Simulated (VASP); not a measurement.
# Au (P-1) in VASP: single point with PBEsol

Aim: the single point of Au with PBEsol.

Program: VASP 6.6.1. These are calculated values, not measurements. Logs are shortened: lines on timing, memory, paths and dates and some standing lists are left out, and cuts for length are marked.

## Step 1: The cell of the first run

The typed cell holds 2 atoms: a = 2.900 Å, b = 2.900 Å, c = 4.880 Å, α = 90.00°, β = 90.00°, γ = 120.00°.

## Step 2: Single point, PBEsol (atom 1 (Au) moved by (-0.450, -0.450) A along [1 1 0] and z)

INCAR reads:

```
PREC     = Accurate       # precision mode
ENCUT    = 520            # plane-wave cutoff, eV
EDIFF    = 1E-7           # SCF threshold, eV
ISMEAR   = 0              # smearing method
SIGMA    = 0.15           # smearing width, eV
LREAL    = F              # projectors in reciprocal space
LASPH    = T              # aspherical terms in the spheres
NELM     = 80             # most SCF steps
ALGO     = Fast           # electronic algorithm
ISIF     = 2              # what is computed and relaxed
LWAVE    = F              # write WAVECAR
LCHARG   = F              # write CHGCAR
GGA      = PS             # functional
NBANDS   = 18             # bands
```

KPOINTS reads:

```
regular mesh
0
Gamma
  18 18 10
```

POSCAR reads:

```
Au
1.0
    2.8999984104      0.0000000000      0.0000000000
   -1.4499992052      2.5114722944      0.0000000000
    0.0000000000      0.0000000000      4.8800000000
Au
2
Direct
    0.1602608998      0.5399688519      0.6577868852
    0.6666666667      0.3333333333      0.2500000000
```

Potentials or basis: VASP PAW PBE potentials, release 64 (Au).

Launch:

```bash
$ cat potpaw_PBE.64/Au/POTCAR > POTCAR
$ mpirun -np 1 vasp_std > vasp.out
```

OUTCAR:

```text
PREC = Accurate
   ENCUT = 520
   EDIFF = 1E-7
   ISMEAR = 0
   LREAL = F
   LASPH = T
   NELM = 80
   ISIF = 2
   GGA = PS

 ion  position               nearest neighbor table
   1  0.160  0.540  0.658-   2 2.35   2 2.71   2 2.83   2 3.15   2 3.43   2 3.52
   2  0.667  0.333  0.250-   1 2.35   1 2.71   1 2.83   1 3.15   1 3.43   1 3.52

  LATTYP: Found a hexagonal cell.
 ALAT       =     2.8999984104
 C/A-ratio  =     1.6827595431

  Lattice vectors:

 A1 = (   2.8999984104,   0.0000000000,   0.0000000000)
 A2 = (  -1.4499992052,   2.5114722944,   0.0000000000)
 A3 = (   0.0000000000,   0.0000000000,   4.8800000000)

Analysis of symmetry for initial positions (statically):
=====================================================================
 Subroutine PRICEL returns:
 Original cell was already a primitive cell.

 Routine SETGRP: Setting up the symmetry group for a
 hexagonal supercell.

 Subroutine GETGRP returns: Found  2 space group operations
 (whereof  1 operations were pure point group operations)
 out of a pool of 24 trial point group operations.

The static configuration has the point symmetry C_1 .
 The point group associated with its full space group is S_2 .

Analysis of symmetry for dynamics (positions and initial velocities):
=====================================================================
 Subroutine PRICEL returns:
 Original cell was already a primitive cell.

 Routine SETGRP: Setting up the symmetry group for a
 hexagonal supercell.

 Subroutine GETGRP returns: Found  2 space group operations
 (whereof  1 operations were pure point group operations)
 out of a pool of 24 trial point group operations.

The dynamic configuration has the point symmetry C_1 .
 The point group associated with its full space group is S_2 .

 Subroutine INISYM returns: Found  2 space group operations
 (whereof  1 operations are pure point group operations),
 and found     1 'primitive' translations

----------------------------------------------------------------------------------------

                                     Primitive cell

  volume of cell :      35.5423

  direct lattice vectors                    reciprocal lattice vectors
     2.899998410  0.000000000  0.000000000     0.344827775  0.199086409  0.000000000
[... 83 lines left out ...]
   LASPH  =      T    aspherical Exc in radial PAW
   ENCUT  =  520.0 eV  38.22 Ry    6.18 a.u.   5.39  5.39  9.07*2*pi/ulx,y,z
   NELM   =     80;   NELMIN=  2; NELMDL= -5     # of ELM steps
   EDIFF  = 0.1E-06   stopping-criterion for ELM
   LREAL  =      F    real-space projection
   EDIFFG = 0.1E-05   stopping-criterion for IOM
   NSW    =      0    number of steps for IOM
   IBRION =     -1    ionic relax: 0-MD 1-quasi-New 2-CG
   NFREE  =      0    steps in history (QN), initial steepest desc. (CG)
   ISIF   =      2    stress and relaxation
   ISYM   =      2    0-nonsym 1-usesym 2-fastsym
   POTIM  = 0.5000    time-step for ionic-motion
   TEBEG  =    0.0;   TEEND  =   0.0 temperature during run
   PSTRESS=    0.0 pullay stress
   NELECT =      22.0000    total number of electrons
   NUPDOWN=      -1.0000    fix difference up-down
   EMIN   =  10.00;   EMAX   =-10.00  energy-range for DOS
   EFERMI =   0.00;   METHOD = LEGACY
   ISMEAR =     0;   SIGMA  =   0.15  broadening in eV -4-tet -1-fermi 0-gaus
   EFERMI_NEDOS =   21; number of points for ismear=-14 and -15
   IALGO  =     68    algorithm
   IMIX   =      4    mixing-type and parameters
     AMIX     =   0.40;   BMIX     =  1.00
     AMIX_MAG =   1.60;   BMIX_MAG =  1.00
  volume/ion in A,a.u.               =      17.77       119.93
  Fermi-wavevector in a.u.,A,eV,Ry     =   1.395191  2.636529 26.484537  1.946559
  Thomas-Fermi vector in A             =   2.518667
   LORBIT       =      0    0 simple, 1 ext, 2 COOP (PROOUT), +10 PAW based schemes
   GGA     = PS    functional components
   LHFCALC =     F    Hartree Fock is set to
   AEXX    =    0.0000 exact exchange contribution
   IVDW    =     0    specifies the selected vdW correction
   LEPSILON=     F    determine dielectric tensor
   LRPA    =     F    only Hartree local field effects (RPA)
 non-spin polarized calculation
 RMM-DIIS sequential band-by-band and
 Gauss-broadening in eV      SIGMA  =   0.15
  energy-cutoff  :      520.00
  volume of cell :       35.54
 maximum number of plane-waves:       984
 NGX is ok and might be reduce to    24
   NGX = 11   NGY = 11   NGZ = 19

 number of electron      22.0000002 magnetization

 Free energy of the ion-electron system (eV)
  ---------------------------------------------------
  ext. energy  EPLUGINS =         0.00000000
  ---------------------------------------------------
  free energy    TOTEN  =        -6.68999861 eV

  energy without entropy =       -6.68245886  energy(sigma->0) =       -6.68622873

 E-fermi :   8.6950     XC(G=0): -12.5265

 val. band max:        8.6912592424   @ k =   0.0000  -0.3889   0.4000
 cond. band min:       8.6974281805   @ k =   0.1111   0.2222  -0.3000
 fundamental gap:      0.0061689381
 Fermi energy:         8.6949960634

 k-point     1 :       0.0000    0.0000    0.0000
  band No.  band energies     occupation
      1      -1.1509      2.00000
      2       1.1681      2.00000
      3       2.9200      2.00000
      4       3.7542      2.00000
      5       3.8564      2.00000
      6       4.0086      2.00000
[... 481 lines left out ...]
      5       5.0334      2.00000
      6       5.2469      2.00000
[... 10 lines left out ...]
     17      21.4112      0.00000
     18      24.2180      0.00000

 [... further k-points ...]

------------------------ aborting loop because EDIFF is reached ----------------------------------------

  FORCE on cell =-STRESS in cart. coord.  units (eV):
  Direction    XX          YY          ZZ          XY          YZ          ZX
  --------------------------------------------------------------------------------------
  -------------------------------------------------------------------------------------
  Total        2.8887816      0.5682541      7.6733658      0.9646897      1.9173633      3.6373926
  in kB      130.2204899     25.6157563    345.8999601     43.4862815     86.4308955    163.9663730
  external PRESSURE =     167.2454021 kB  Pullay stress =       0.0000000 kB

 VOLUME and BASIS-vectors are now :
 -----------------------------------------------------------------------------
  energy-cutoff  :      520.00
  volume of cell :       35.54
      direct lattice vectors                 reciprocal lattice vectors
     2.899998410  0.000000000  0.000000000     0.344827775  0.199086409  0.000000000
    -1.449999205  2.511472294  0.000000000     0.000000000  0.398172818  0.000000000
     0.000000000  0.000000000  4.880000000     0.000000000  0.000000000  0.204918033

 POSITION                                       TOTAL-FORCE (eV/Angst)
 -----------------------------------------------------------------------------------
     -0.31820      1.35612      3.21000         1.805286      0.900801      5.619548
      1.45000      0.83716      1.22000        -1.805286     -0.900801     -5.619548
 -----------------------------------------------------------------------------------
    total drift:                               -0.000002     -0.000000      0.000004

  FREE ENERGIE OF THE ION-ELECTRON SYSTEM (eV)
  ---------------------------------------------------
  free  energy   TOTEN  =        -6.6899986110 eV

  energy  without entropy=       -6.6824588577  energy(sigma->0) =       -6.68622873
```

OSZICAR:

```text
N       E                     dE             d eps       ncg     rms          rms(c)
DAV:   1     0.124980015380E+03    0.12498E+03   -0.11700E+04 58488   0.118E+03
DAV:   2    -0.514547809058E+01   -0.13013E+03   -0.12439E+03 61830   0.263E+02
DAV:   3    -0.732404123352E+01   -0.21786E+01   -0.21664E+01 68662   0.347E+01
DAV:   4    -0.733472821233E+01   -0.10687E-01   -0.10686E-01 65026   0.249E+00
DAV:   5    -0.733484432602E+01   -0.11611E-03   -0.11611E-03 65562   0.277E-01    0.170E+01
RMM:   6    -0.674581269569E+01    0.58903E+00   -0.97124E-01 58527   0.735E+00    0.106E+01
RMM:   7    -0.669719076797E+01    0.48622E-01   -0.19305E-01 60145   0.328E+00    0.340E+00
RMM:   8    -0.669020013883E+01    0.69906E-02   -0.28556E-02 61355   0.132E+00    0.267E-01
RMM:   9    -0.669003482129E+01    0.16532E-03   -0.17346E-03 64131   0.299E-01    0.146E-01
RMM:  10    -0.669000489887E+01    0.29922E-04   -0.29008E-04 65022   0.129E-01    0.493E-02
RMM:  11    -0.668999828827E+01    0.66106E-05   -0.67719E-05 65087   0.630E-02    0.176E-02
RMM:  12    -0.668999846302E+01   -0.17475E-06   -0.15089E-05 64430   0.298E-02    0.483E-03
RMM:  13    -0.668999849491E+01   -0.31884E-07   -0.30583E-06 65835   0.122E-02    0.307E-03
RMM:  14    -0.668999867429E+01   -0.17939E-06   -0.69952E-07 56969   0.566E-03    0.196E-03
RMM:  15    -0.668999861100E+01    0.63293E-07   -0.20116E-07 45112   0.284E-03
   1 F= -.66899986E+01 E0= -.66862287E+01  d E =-.753975E-02
```

stdout:

```text
POSCAR found type information on POSCAR Au
 POSCAR found :  1 types and       2 ions
 scaLAPACK will be used
 -----------------------------------------------------------------------------
|                                                                             |
|                                                                             |
|     You enforced a specific xc type in the INCAR file but a different       |
|     I HOPE YOU KNOW WHAT YOU ARE DOING!                                     |
|                                                                             |
 -----------------------------------------------------------------------------

 LDA part: xc-table for (Slater+PW92), standard interpolation
 POSCAR, INCAR and KPOINTS ok, starting setup
 FFT: planning ... GRIDC
 FFT: planning ... GRID_SOFT
 FFT: planning ... GRID
 WAVECAR not read
 entering main loop
WARNING in EDDRMM: call to ZHEGV failed, returncode =   8  4     18
```

Run time: 7.7 min. Hardware: 1 thread of AMD EPYC 9R45 (Zen 5), shared host; peak memory 0.84 GiB.

What came out:

```yaml
Free_energy: -6.6900 eV
Pressure: 16.7 GPa
Largest_force: 5.971 eV/Å
Band_gap_on_the_k_mesh: zero (bands 11 and 12 overlap by 5.04 eV)
```

Forces on the atoms (eV/Å):
```
Au   1.805  0.901  5.620
Au  -1.805 -0.901 -5.620
```

Levels at points of the mesh, in eV from the Fermi level:
| k point | band 7 | band 8 | band 9 | band 10 | band 11 | band 12 | band 13 | band 14 | band 15 | band 16 |
| --- | --- | --- | --- | --- | --- | --- | --- | --- | --- | --- |
| (0.00, 0.00, 0.00) | -3.93 | -3.76 | -2.76 | -2.55 | -1.63 | -0.62 | 1.98 | 14.16 | 15.67 | 17.48 |
| (0.50, 0.00, 0.00) | -3.42 | -2.30 | -1.96 | -1.61 | 0.58 | 1.05 | 5.50 | 6.05 | 10.20 | 10.24 |
| (0.00, 0.50, 0.00) | -2.85 | -2.20 | -1.84 | -1.61 | -0.34 | 1.77 | 4.70 | 6.90 | 7.19 | 10.76 |
| (0.50, 0.50, 0.00) | -3.31 | -2.34 | -1.96 | -1.73 | 0.00 | 1.56 | 4.89 | 6.81 | 7.86 | 11.20 |
| (0.00, 0.00, 0.50) | -4.53 | -3.84 | -3.26 | -2.53 | -2.38 | -1.73 | 7.67 | 13.24 | 14.61 | 15.01 |
| (0.50, 0.00, 0.50) | -2.29 | -1.98 | -1.97 | -1.64 | 0.07 | 0.16 | 3.88 | 4.03 | 12.18 | 13.34 |
| (0.00, 0.50, 0.50) | -2.81 | -2.29 | -1.83 | -1.60 | 0.48 | 1.62 | 2.75 | 4.15 | 11.74 | 12.59 |
| (0.50, 0.50, 0.50) | -2.55 | -2.26 | -1.94 | -1.46 | 0.20 | 1.18 | 3.07 | 4.30 | 11.52 | 12.54 |

Caveat: the cell differs from its parent crystal (atom 1 (Au) moved by (-0.450, -0.450) A along [1 1 0] and z); the stress differs along the axes, from 3 to 35 GPa; the PAW data sets were made with another functional, which shifts forces and pressure a little; spin-orbit coupling is left out, which moves the levels of the heavy elements.
